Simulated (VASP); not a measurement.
# Ru (P6_3/mmc) in VASP: single point with PBE

Aim: the single point of Ru with PBE.

Program: VASP 6.6.1. These are calculated values, not measurements. Logs are shortened: lines on timing, memory, paths and dates and some standing lists are left out, and cuts for length are marked.

### Step 1. The cell of the first run

Symmetry: P6_3/mmc, No. 194, hexagonal system. Conventional cell: a = 2.706 Å, b = 2.706 Å, c = 4.282 Å, α = 90.00°, β = 90.00°, γ = 120.00°. Within 3.5 Å of Ru (site symmetry -6m2) lie 12 Ru at 2.65 to 2.71 Å.

### Step 2. Single point, PBE

INCAR

```
SYSTEM = Ru
PREC = Accurate
ENCUT = 520
EDIFF = 1E-6
ISMEAR = -1
SIGMA = 0.05
LREAL = .FALSE.
LASPH = .TRUE.
NELM = 100
ALGO = Normal
ISIF = 2
LWAVE = .FALSE.
LCHARG = .FALSE.
GGA = PE
NBANDS = 21
```

KPOINTS

```
Automatic mesh
0
G
  13 13 7
  0 0 0
```

POSCAR

```
Ru
1.0
    2.7058000000      0.0000000000      0.0000000000
   -1.3529000000      2.3432915376      0.0000000000
    0.0000000000      0.0000000000      4.2819000000
Ru
2
Direct
    0.3333333333      0.6666666667      0.2500000000
    0.6666666667      0.3333333333      0.7500000000
```

Potentials or basis: VASP PAW PBE potentials, release 64 (Ru_pv).

Started as:

```sh
> cat potpaw_PBE.64/Ru_pv/POTCAR > POTCAR
> mpirun -np 1 vasp_std > vasp.out
```

OUTCAR:

```text
SYSTEM = Ru
   PREC = Accurate
   ENCUT = 520
   EDIFF = 1E-6
   ISMEAR = -1
   LREAL = .FALSE.
   LASPH = .TRUE.
   NELM = 100
   ISIF = 2
   GGA = PE

 ion  position               nearest neighbor table
   1  0.333  0.667  0.250-   2 2.65   2 2.65   2 2.65   2 2.65   2 2.65   2 2.65
   2  0.667  0.333  0.750-   1 2.65   1 2.65   1 2.65   1 2.65   1 2.65   1 2.65

  LATTYP: Found a hexagonal cell.
 ALAT       =     2.7058000000
 C/A-ratio  =     1.5824894671

  Lattice vectors:

 A1 = (   2.7058000000,   0.0000000000,   0.0000000000)
 A2 = (  -1.3529000000,   2.3432915376,   0.0000000000)
 A3 = (   0.0000000000,   0.0000000000,   4.2819000000)

Analysis of symmetry for initial positions (statically):
=====================================================================
 Subroutine PRICEL returns:
 Original cell was already a primitive cell.

 Routine SETGRP: Setting up the symmetry group for a
 hexagonal supercell.

 Subroutine GETGRP returns: Found 24 space group operations
 (whereof 12 operations were pure point group operations)
 out of a pool of 24 trial point group operations.

The static configuration has the point symmetry D_3d.
 The point group associated with its full space group is D_6h.

Analysis of symmetry for dynamics (positions and initial velocities):
=====================================================================
 Subroutine PRICEL returns:
 Original cell was already a primitive cell.

 Routine SETGRP: Setting up the symmetry group for a
 hexagonal supercell.

 Subroutine GETGRP returns: Found 24 space group operations
 (whereof 12 operations were pure point group operations)
 out of a pool of 24 trial point group operations.

The dynamic configuration has the point symmetry D_3d.
 The point group associated with its full space group is D_6h.

 Subroutine INISYM returns: Found 24 space group operations
 (whereof 12 operations are pure point group operations),
 and found     1 'primitive' translations

----------------------------------------------------------------------------------------

                                     Primitive cell

  volume of cell :      27.1493

  direct lattice vectors                    reciprocal lattice vectors
     2.705800000  0.000000000  0.000000000     0.369576465  0.213375072  0.000000000
    -1.352900000  2.343291538  0.000000000     0.000000000  0.426750144  0.000000000
     0.000000000  0.000000000  4.281900000     0.000000000  0.000000000  0.233541185

  length of vectors
[... 80 lines left out ...]
   ENCUT  =  520.0 eV  38.22 Ry    6.18 a.u.   5.03  5.03  7.96*2*pi/ulx,y,z
   NELM   =    100;   NELMIN=  2; NELMDL= -5     # of ELM steps
   EDIFF  = 0.1E-05   stopping-criterion for ELM
   LREAL  =      F    real-space projection
   EDIFFG = 0.1E-04   stopping-criterion for IOM
   NSW    =      0    number of steps for IOM
   IBRION =     -1    ionic relax: 0-MD 1-quasi-New 2-CG
   NFREE  =      0    steps in history (QN), initial steepest desc. (CG)
   ISIF   =      2    stress and relaxation
   ISYM   =      2    0-nonsym 1-usesym 2-fastsym
   POTIM  = 0.5000    time-step for ionic-motion
   TEBEG  =    0.0;   TEEND  =   0.0 temperature during run
   PSTRESS=    0.0 pullay stress
   NELECT =      28.0000    total number of electrons
   NUPDOWN=      -1.0000    fix difference up-down
   EMIN   =  10.00;   EMAX   =-10.00  energy-range for DOS
   EFERMI =   0.00;   METHOD = LEGACY
   ISMEAR =    -1;   SIGMA  =   0.05  broadening in eV -4-tet -1-fermi 0-gaus
   EFERMI_NEDOS =   21; number of points for ismear=-14 and -15
   IALGO  =     38    algorithm
   IMIX   =      4    mixing-type and parameters
     AMIX     =   0.40;   BMIX     =  1.00
     AMIX_MAG =   1.60;   BMIX_MAG =  1.00
  volume/ion in A,a.u.               =      13.57        91.61
  Fermi-wavevector in a.u.,A,eV,Ry     =   1.654022  3.125649 37.222674  2.735789
  Thomas-Fermi vector in A             =   2.742361
   LORBIT       =      0    0 simple, 1 ext, 2 COOP (PROOUT), +10 PAW based schemes
   GGA     = PE    functional components
   LHFCALC =     F    Hartree Fock is set to
   AEXX    =    0.0000 exact exchange contribution
   IVDW    =     0    specifies the selected vdW correction
   LEPSILON=     F    determine dielectric tensor
   LRPA    =     F    only Hartree local field effects (RPA)
 non-spin polarized calculation
  energy-cutoff  :      520.00
  volume of cell :       27.15
 maximum number of plane-waves:       750
 NGX is ok and might be reduce to    20
   NGX =  9   NGY =  9   NGZ = 15

 number of electron      28.0000008 magnetization

 Free energy of the ion-electron system (eV)
  ---------------------------------------------------
  ext. energy  EPLUGINS =         0.00000000
  ---------------------------------------------------
  free energy    TOTEN  =       -18.46181661 eV

  energy without entropy =      -18.44828573  energy(sigma->0) =      -18.45505117

 E-fermi :  12.8918     XC(G=0): -14.1216

 val. band max:       12.8910154267   @ k =   0.3846   0.0000   0.4286
 cond. band min:      12.9543061228   @ k =   0.2308   0.0769   0.2857
 fundamental gap:      0.0632906961
 Fermi energy:        12.8918428380

 k-point     1 :       0.0000    0.0000    0.0000
  band No.  band energies     occupation
      1     -30.8065      2.00000
      2     -29.8796      2.00000
      3     -29.8796      2.00000
      4     -29.7095      2.00000
      5     -29.7095      2.00000
      6     -29.6630      2.00000
[... 565 lines left out ...]
     20      23.2553      0.00000
     21      24.1159      0.00000

 [... further k-points ...]

------------------------ aborting loop because EDIFF is reached ----------------------------------------

  FORCE on cell =-STRESS in cart. coord.  units (eV):
  Direction    XX          YY          ZZ          XY          YZ          ZX
  --------------------------------------------------------------------------------------
  -------------------------------------------------------------------------------------
  Total        0.8387803      0.8387803      0.5669106      0.0000000      0.0000000      0.0000000
  in kB       49.4994390     49.4994390     33.4554282      0.0000000      0.0000000      0.0000000
  external PRESSURE =      44.1514354 kB  Pullay stress =       0.0000000 kB

 VOLUME and BASIS-vectors are now :
 -----------------------------------------------------------------------------
  energy-cutoff  :      520.00
  volume of cell :       27.15
      direct lattice vectors                 reciprocal lattice vectors
     2.705800000  0.000000000  0.000000000     0.369576465  0.213375072  0.000000000
    -1.352900000  2.343291538  0.000000000     0.000000000  0.426750144  0.000000000
     0.000000000  0.000000000  4.281900000     0.000000000  0.000000000  0.233541185

 POSITION                                       TOTAL-FORCE (eV/Angst)
 -----------------------------------------------------------------------------------
     -0.00000      1.56219      1.07048        -0.000000      0.000000      0.000000
      1.35290      0.78110      3.21143         0.000000     -0.000000      0.000000
 -----------------------------------------------------------------------------------
    total drift:                               -0.000000      0.000000     -0.000000

  FREE ENERGIE OF THE ION-ELECTRON SYSTEM (eV)
  ---------------------------------------------------
  free  energy   TOTEN  =       -18.4618166082 eV

  energy  without entropy=      -18.4482857264  energy(sigma->0) =      -18.45505117
```

OSZICAR:

```text
N       E                     dE             d eps       ncg     rms          rms(c)
DAV:   1     0.290780261332E+03    0.29078E+03   -0.17575E+04  3528   0.149E+03
DAV:   2    -0.139177757065E+02   -0.30470E+03   -0.29541E+03  3628   0.447E+02
DAV:   3    -0.197750467965E+02   -0.58573E+01   -0.58256E+01  4098   0.694E+01
DAV:   4    -0.198189790901E+02   -0.43932E-01   -0.43867E-01  4449   0.575E+00
DAV:   5    -0.198195088484E+02   -0.52976E-03   -0.52595E-03  3961   0.585E-01    0.177E+01
DAV:   6    -0.185458558432E+02    0.12737E+01   -0.28193E+00  4033   0.165E+01    0.483E+00
DAV:   7    -0.184698286988E+02    0.76027E-01   -0.48983E-01  4038   0.514E+00    0.997E-01
DAV:   8    -0.184628661136E+02    0.69626E-02   -0.17244E-02  3833   0.112E+00    0.481E-01
DAV:   9    -0.184618112192E+02    0.10549E-02   -0.15067E-03  3993   0.419E-01    0.355E-02
DAV:  10    -0.184618204149E+02   -0.91957E-05   -0.87273E-05  4013   0.963E-02    0.236E-02
DAV:  11    -0.184618168910E+02    0.35239E-05   -0.10116E-05  4008   0.302E-02    0.159E-03
DAV:  12    -0.184618166082E+02    0.28280E-06   -0.12321E-07  2364   0.339E-03
   1 F= -.18461817E+02 E0= -.18455051E+02  d E =-.135309E-01
```

Run time: 28 s. Hardware: 1 thread of AMD EPYC 7R43 (Zen 3), shared host; peak memory 0.13 GiB.

Results:

| Property | Result |
| --- | --- |
| Free energy | -18.4618 eV |
| Pressure | 4.4 GPa |
| Band gap on the k mesh | zero (band 14 reaches 14.31 eV, above the bottom of band 15 at 11.32 eV) |

Levels at points of the mesh, in eV from the Fermi level:
```tsv
k point	band 11	band 12	band 13	band 14	band 15	band 16	band 17	band 18
(0.00, 0.00, 0.00)	-2.47	-1.97	-1.97	-1.44	-1.44	1.13	1.13	1.25
```
